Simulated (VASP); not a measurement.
# Co (P6_3/mmc) in VASP: a series of runs

The runs below take Co through single point, with LDA.

Everything below comes from runs of VASP 6.6.1. Logs are shortened: lines on timing, memory, paths and dates and some standing lists are left out, and cuts for length are marked.

**1. The cell of the first run**

The structure is hexagonal, space group P6_3/mmc (No. 194). Conventional cell: a = 2.357 Å, b = 2.357 Å, c = 3.798 Å, α = 90.00°, β = 90.00°, γ = 120.00°. Co (site symmetry -6m2) has 12 Co at 2.34 to 2.36 Å within 3.1 Å.

**2. Single point, LDA, collinear spin, ferromagnetic start**

INCAR reads:

```
PREC = Accurate
ENCUT = 520
EDIFF = 1E-6
ISMEAR = -1
SIGMA = 0.08
LREAL = False
LASPH = True
NELM = 150
ALGO = Normal
ISIF = 2
LWAVE = False
LCHARG = False
ISPIN = 2
MAGMOM = 1.7 1.7
LORBIT = 11
LMAXMIX = 4
GGA = CA
NBANDS = 20
```

KPOINTS reads:

```
Automatic mesh
0
Gamma
  19 19 10
```

POSCAR reads:

```
Co
1.0
    2.3565168074      0.0000000000      0.0000000000
   -1.1782584037      2.0408034197      0.0000000000
    0.0000000000      0.0000000000      3.7980820753
Co
2
Direct
    0.3333333333      0.6666666667      0.2500000000
    0.6666666667      0.3333333333      0.7500000000
```

Potentials or basis: VASP PAW LDA potentials, release 64 (Co).

Command:

```console
> cat potpaw_LDA.64/Co/POTCAR > POTCAR
> mpirun -np 1 vasp_std > vasp.out
```

OUTCAR:

```text
PREC = Accurate
   ENCUT = 520
   EDIFF = 1E-6
   ISMEAR = -1
   LREAL = False
   LASPH = True
   NELM = 150
   ISIF = 2
   ISPIN = 2
   LORBIT = 11
   GGA = CA

 ion  position               nearest neighbor table
   1  0.333  0.667  0.250-   2 2.34   2 2.34   2 2.34   2 2.34   2 2.34   2 2.34
   2  0.667  0.333  0.750-   1 2.34   1 2.34   1 2.34   1 2.34   1 2.34   1 2.34

  LATTYP: Found a hexagonal cell.
 ALAT       =     2.3565168074
 C/A-ratio  =     1.6117356190

  Lattice vectors:

 A1 = (   2.3565168074,   0.0000000000,   0.0000000000)
 A2 = (  -1.1782584037,   2.0408034197,   0.0000000000)
 A3 = (   0.0000000000,   0.0000000000,   3.7980820753)

Analysis of symmetry for initial positions (statically):
=====================================================================
 Subroutine PRICEL returns:
 Original cell was already a primitive cell.

 Routine SETGRP: Setting up the symmetry group for a
 hexagonal supercell.

 Subroutine GETGRP returns: Found 24 space group operations
 (whereof 12 operations were pure point group operations)
 out of a pool of 24 trial point group operations.

The static configuration has the point symmetry D_3d.
 The point group associated with its full space group is D_6h.

Analysis of symmetry for dynamics (positions and initial velocities):
=====================================================================
 Subroutine PRICEL returns:
 Original cell was already a primitive cell.

 Routine SETGRP: Setting up the symmetry group for a
 hexagonal supercell.

 Subroutine GETGRP returns: Found 24 space group operations
 (whereof 12 operations were pure point group operations)
 out of a pool of 24 trial point group operations.

The dynamic configuration has the point symmetry D_3d.
 The point group associated with its full space group is D_6h.

Analysis of structural, dynamic, and magnetic symmetry:
=====================================================================
 Subroutine PRICEL returns:
 Original cell was already a primitive cell.

 Routine SETGRP: Setting up the symmetry group for a
 hexagonal supercell.

 Subroutine GETGRP returns: Found 24 space group operations
 (whereof 12 operations were pure point group operations)
 out of a pool of 24 trial point group operations.

The overall configuration has the point symmetry D_3d.
 The point group associated with its full space group is D_6h.

 Subroutine INISYM returns: Found 24 space group operations
 (whereof 12 operations are pure point group operations),
 and found     1 'primitive' translations

----------------------------------------------------------------------------------------

                                     Primitive cell

  volume of cell :      18.2657

  direct lattice vectors                    reciprocal lattice vectors
     2.356516807  0.000000000  0.000000000     0.424355132  0.245001549  0.000000000
    -1.178258404  2.040803420  0.000000000     0.000000000  0.490003099  0.000000000
     0.000000000  0.000000000  3.798082075     0.000000000  0.000000000  0.263290782

  length of vectors
     2.356516807  2.356516807  3.798082075     0.490003099  0.490003099  0.263290782

  position of ions in fractional coordinates (direct lattice)
     0.333333333  0.666666667  0.250000000
     0.666666667  0.333333333  0.750000000

  ion indices of the primitive-cell ions
   primitive index   ion index
                 1           1
                 2           2

----------------------------------------------------------------------------------------

 KPOINTS: Automatic mesh

Automatic generation of k-mesh.
 Grid dimensions read from file:
 generate k-points for:   19   19   10

 Generating k-lattice:

  Cartesian coordinates                     Fractional coordinates (reciprocal lattice)
     0.022334481  0.012894818  0.000000000     0.052631579  0.000000000  0.000000000
     0.000000000  0.025789637  0.000000000     0.000000000  0.052631579  0.000000000
     0.000000000  0.000000000  0.026329078     0.000000000  0.000000000  0.100000000

  Length of vectors
     0.025789637  0.025789637  0.026329078

  Shift w.r.t. Gamma in fractional coordinates (k-lattice)
     0.000000000  0.000000000  0.000000000

 Subroutine IBZKPT returns following result:
 ===========================================

 Found    240 irreducible k-points:

 Following reciprocal coordinates:
            Coordinates               Weight
  0.000000  0.000000  0.000000      1.000000
  0.052632 -0.000000  0.000000      6.000000
  0.105263 -0.000000  0.000000      6.000000
  0.157895 -0.000000  0.000000      6.000000
  0.210526 -0.000000  0.000000      6.000000
  0.263158 -0.000000  0.000000      6.000000
[... 16 lines left out ...]
  0.263158  0.105263  0.000000     12.000000
  0.315789  0.105263  0.000000     12.000000
 [... further k-points ...]
   k-points           NKPTS =    240   k-points in BZ     NKDIM =    240   number of bands    NBANDS=     20
   number of dos      NEDOS =    301   number of ions     NIONS =      2
   total plane-waves  NPLWV =   9072
   dimension x,y,z NGX =    18 NGY =   18 NGZ =   28
   dimension x,y,z NGXF=    36 NGYF=   36 NGZF=   56
   ions per type =               2
   NGX,Y,Z   is equivalent  to a cutoff of  12.70, 12.70, 12.26 a.u.
   NGXF,Y,Z  is equivalent  to a cutoff of  25.40, 25.40, 24.51 a.u.
 SYSTEM =  unknown system
   PREC   = accura    normal or accurate (medium, high low for compatibility)
   ISTART =      0    job   : 0-new  1-cont  2-samecut
   ICHARG =      2    charge: 1-file 2-atom 10-const
   ISPIN  =      2    spin polarized calculation?
   LNONCOLLINEAR =      F non collinear calculations
   LSORBIT =      F    spin-orbit coupling
   LASPH  =      T    aspherical Exc in radial PAW
   ENCUT  =  520.0 eV  38.22 Ry    6.18 a.u.   4.38  4.38  7.06*2*pi/ulx,y,z
   NELM   =    150;   NELMIN=  2; NELMDL= -5     # of ELM steps
   EDIFF  = 0.1E-05   stopping-criterion for ELM
   LREAL  =      F    real-space projection
   EDIFFG = 0.1E-04   stopping-criterion for IOM
   NSW    =      0    number of steps for IOM
   IBRION =     -1    ionic relax: 0-MD 1-quasi-New 2-CG
   NFREE  =      0    steps in history (QN), initial steepest desc. (CG)
   ISIF   =      2    stress and relaxation
   ISYM   =      2    0-nonsym 1-usesym 2-fastsym
   POTIM  = 0.5000    time-step for ionic-motion
   TEBEG  =    0.0;   TEEND  =   0.0 temperature during run
   PSTRESS=    0.0 pullay stress
   NELECT =      18.0000    total number of electrons
   NUPDOWN=      -1.0000    fix difference up-down
   EMIN   =  10.00;   EMAX   =-10.00  energy-range for DOS
   EFERMI =   0.00;   METHOD = LEGACY
   ISMEAR =    -1;   SIGMA  =   0.08  broadening in eV -4-tet -1-fermi 0-gaus
   EFERMI_NEDOS =   21; number of points for ismear=-14 and -15
   IALGO  =     38    algorithm
   IMIX   =      4    mixing-type and parameters
     AMIX     =   0.40;   BMIX     =  1.00
     AMIX_MAG =   1.60;   BMIX_MAG =  1.00
  volume/ion in A,a.u.               =       9.13        61.63
  Fermi-wavevector in a.u.,A,eV,Ry     =   1.629122  3.078594 36.110392  2.654039
  Thomas-Fermi vector in A             =   2.721640
   LORBIT       =     11    0 simple, 1 ext, 2 COOP (PROOUT), +10 PAW based schemes
   GGA     = CA    functional components
   LHFCALC =     F    Hartree Fock is set to
   AEXX    =    0.0000 exact exchange contribution
   IVDW    =     0    specifies the selected vdW correction
   LEPSILON=     F    determine dielectric tensor
   LRPA    =     F    only Hartree local field effects (RPA)
 spin polarized calculation
  energy-cutoff  :      520.00
  volume of cell :       18.27
 maximum number of plane-waves:       525
 NGX is ok and might be reduce to    18
   NGX =  9   NGY =  9   NGZ = 15

 number of electron      18.0000010 magnetization       2.3772030

 Free energy of the ion-electron system (eV)
  ---------------------------------------------------
  ext. energy  EPLUGINS =         0.00000000
  ---------------------------------------------------
  free energy    TOTEN  =       -16.14598584 eV

  energy without entropy =      -16.07595104  energy(sigma->0) =      -16.11096844

 E-fermi :  12.6238     XC(G=0): -14.7831

 val. band max:       12.6220921630   @ k =   0.2632   0.2632   0.2000
 cond. band min:      12.6239278750   @ k =   0.1053  -0.0000   0.3000
 fundamental gap:      0.0018357119
 Fermi energy:        12.6238019460

 spin component 1

 k-point     1 :       0.0000    0.0000    0.0000
  band No.  band energies     occupation
      1       2.6740      1.00000
      2       6.6892      1.00000
      3       9.9354      1.00000
      4       9.9454      1.00000
      5       9.9454      1.00000
      6      10.3774      1.00000
[... 12 lines left out ...]
     19      41.5854      0.00000
     20      41.5854      0.00000

 k-point     2 :       0.0526   -0.0000    0.0000
  band No.  band energies     occupation
      1       2.7854      1.00000
      2       6.7613      1.00000
      3       9.7542      1.00000
      4      10.0053      1.00000
      5      10.1070      1.00000
      6      10.3463      1.00000
[... 12 lines left out ...]
     19      43.0534      0.00000
     20      43.4713      0.00000

 k-point     3 :       0.1053   -0.0000    0.0000
  band No.  band energies     occupation
      1       3.1142      1.00000
      2       6.9635      1.00000
      3       9.5323      1.00000
      4      10.1811      1.00000
      5      10.2120      1.00000
      6      10.3344      1.00000
[... 12 lines left out ...]
     19      41.3379      0.00000
     20      45.0086      0.00000

 k-point     4 :       0.1579   -0.0000    0.0000
  band No.  band energies     occupation
      1       3.6428      1.00000
      2       7.2490      1.00000
      3       9.2907      1.00000
      4       9.7305      1.00000
      5      10.1025      1.00000
      6      10.4607      1.00000
[... 429 lines left out ...]
 k-point    23 :       0.2632    0.1053    0.0000
  band No.  band energies     occupation
      1       6.2020      1.00000
      2       7.7606      1.00000
      3       8.0994      1.00000
      4       8.8122      1.00000
      5       9.7893      1.00000
      6      10.0945      1.00000
[... 12 lines left out ...]
     19      39.6234      0.00000
     20      41.3392      0.00000

 k-point    24 :       0.3158    0.1053    0.0000
  band No.  band energies     occupation
      1       6.8318      1.00000
      2       7.5999      1.00000
      3       7.8059      1.00000
      4       9.0156      1.00000
      5       9.7054      1.00000
      6      10.2309      1.00000
[... 12 lines left out ...]
     19      39.0039      0.00000
     20      40.9207      0.00000

 [... further k-points ...]

 spin component 2

 k-point     1 :       0.0000    0.0000    0.0000
  band No.  band energies     occupation
      1       2.8381      1.00000
      2       7.3862      1.00000
      3      11.0350      1.00000
      4      11.0350      1.00000
      5      11.0360      1.00000
      6      11.5056      1.00000
[... 12 lines left out ...]
     19      41.9516      0.00000
     20      41.9516      0.00000

 k-point     2 :       0.0526   -0.0000    0.0000
  band No.  band energies     occupation
      1       2.9499      1.00000
      2       7.4629      1.00000
      3      10.8309      1.00000
      4      11.0980      1.00000
      5      11.2156      1.00000
      6      11.4697      1.00000
[... 12 lines left out ...]
     19      43.4154      0.00000
     20      43.8083      0.00000

 k-point     3 :       0.1053   -0.0000    0.0000
  band No.  band energies     occupation
      1       3.2803      1.00000
      2       7.6797      1.00000
      3      10.5836      1.00000
      4      11.2479      1.00000
      5      11.2832      1.00000
      6      11.3217      1.00000
[... 12 lines left out ...]
     19      41.4607      0.00000
     20      45.3419      0.00000

 k-point     4 :       0.1579   -0.0000    0.0000
  band No.  band energies     occupation
      1       3.8133      1.00000
      2       7.9907      1.00000
      3      10.3080      1.00000
      4      10.5319      1.00000
      5      11.1909      1.00000
      6      11.5786      1.00000
[... 429 lines left out ...]
 k-point    23 :       0.2632    0.1053    0.0000
  band No.  band energies     occupation
      1       6.4777      1.00000
      2       8.6218      1.00000
      3       8.9176      1.00000
      4       9.6565      1.00000
      5      10.8604      1.00000
      6      11.1291      1.00000
[... 12 lines left out ...]
     19      39.9637      0.00000
     20      41.7334      0.00000

 k-point    24 :       0.3158    0.1053    0.0000
  band No.  band energies     occupation
      1       7.2343      1.00000
      2       8.4564      1.00000
      3       8.6331      1.00000
      4       9.7663      1.00000
      5      10.7697      1.00000
      6      11.2745      1.00000
[... 12 lines left out ...]
     19      39.3441      0.00000
     20      41.3227      0.00000

 [... further k-points ...]
[... 5 lines left out ...]
  --------------------------------------------------------------------------------------
  -------------------------------------------------------------------------------------
  Total        2.9552115      2.9552115      2.9112722     -0.0000000      0.0000000      0.0000000
  in kB      259.2167672    259.2167672    255.3626240     -0.0000000      0.0000000      0.0000000
  external PRESSURE =     257.9320528 kB  Pullay stress =       0.0000000 kB

 VOLUME and BASIS-vectors are now :
 -----------------------------------------------------------------------------
  energy-cutoff  :      520.00
  volume of cell :       18.27
      direct lattice vectors                 reciprocal lattice vectors
     2.356516807  0.000000000  0.000000000     0.424355132  0.245001549  0.000000000
    -1.178258404  2.040803420  0.000000000     0.000000000  0.490003099  0.000000000
     0.000000000  0.000000000  3.798082075     0.000000000  0.000000000  0.263290782

 POSITION                                       TOTAL-FORCE (eV/Angst)
 -----------------------------------------------------------------------------------
     -0.00000      1.36054      0.94952        -0.000000     -0.000000      0.000000
      1.17826      0.68027      2.84856         0.000000      0.000000      0.000000
 -----------------------------------------------------------------------------------
    total drift:                                0.000000     -0.000000     -0.000000

  FREE ENERGIE OF THE ION-ELECTRON SYSTEM (eV)
  ---------------------------------------------------
  free  energy   TOTEN  =       -16.1459858370 eV

  energy  without entropy=      -16.0759510409  energy(sigma->0) =      -16.11096844

 total charge

# of ion       s       p       d       tot
------------------------------------------
    1        0.567   0.685   7.421   8.674
    2        0.567   0.685   7.421   8.674
--------------------------------------------------
tot          1.135   1.370  14.843  17.347

 magnetization (x)

# of ion       s       p       d       tot
------------------------------------------
    1       -0.011  -0.033   1.217   1.173
    2       -0.011  -0.033   1.217   1.173
--------------------------------------------------
tot         -0.022  -0.065   2.433   2.346
```

It took 1.9 min on 1 thread of Intel Xeon 6975P-C, shared host; peak memory 0.22 GiB.

What came out:

```
Free energy                                           : -16.1460 eV
Pressure                                              : 25.8 GPa
Net moment                                            : 2.38 μB per cell
Site moments                                          : Co +1.17 μB
Valence electrons inside the program's atomic spheres : Co 8.67
```

**3. Single point, LDA, collinear spin, ferromagnetic start**

INCAR reads:

```
SYSTEM = Co
PREC = Accurate
ENCUT = 520
EDIFF = 1E-6
ISMEAR = -1
SIGMA = 0.08
LREAL = .FALSE.
LASPH = .TRUE.
NELM = 150
ALGO = Normal
ISIF = 2
LWAVE = .FALSE.
LCHARG = .TRUE.
ISPIN = 2
MAGMOM = 1.7 1.7
LORBIT = 11
LMAXMIX = 4
LELF = .TRUE.
LVHAR = .TRUE.
NBANDS = 20
```

KPOINTS reads:

```
Automatic mesh
0
G
  19 19 10
  0 0 0
```

POSCAR reads:

```
Co
1.0
    2.3559210157      0.0000000000      0.0000000000
   -1.1779605079      2.0402874489      0.0000000000
    0.0000000000      0.0000000000      3.7968980213
Co
2
Direct
    0.3333333333      0.6666666667      0.2500000000
    0.6666666667      0.3333333333      0.7500000000
```

Potentials or basis: VASP PAW LDA potentials, release 64 (Co).

Command:

```console
> cat potpaw_LDA.64/Co/POTCAR > POTCAR
> mpirun -np 1 vasp_std > vasp.out
```

Wall time 2 min (1 thread of Intel Xeon 6975P-C, shared host); peak memory 0.23 GiB.

Results (log left out):

```yaml
Free_energy: -16.1436 eV
Pressure: 26.1 GPa
Net_moment: 2.37 μB per cell
Site_moments: Co +1.17 μB
Valence_electrons_inside_the_program's_atomic_spheres: Co 8.68
```

Stress tensor (GPa, compression positive):
```
26.18  0.00  0.00
 0.00 26.18  0.00
 0.00  0.00 25.82
```

Levels at points of the mesh, in eV from the Fermi level:
Spin up:
```csv
k point,band 7,band 8,band 9,band 10,band 11,band 12,band 13,band 14
"(0.00, 0.00, 0.00)",-2.25,-1.79,-1.79,-0.31,-0.31,-0.09,8.23,23.36
"(0.00, 0.00, 0.50)",-2.77,-2.77,-0.71,-0.71,-0.71,-0.71,17.25,17.25
```
Spin down:
| k point | band 6 | band 7 | band 8 | band 9 | band 10 | band 11 |
| --- | --- | --- | --- | --- | --- | --- |
| (0.00, 0.00, 0.00) | -1.12 | -1.12 | -0.62 | -0.62 | 0.07 | 0.95 |
| (0.00, 0.00, 0.50) | -1.68 | -1.68 | -1.68 | 0.52 | 0.52 | 0.52 |
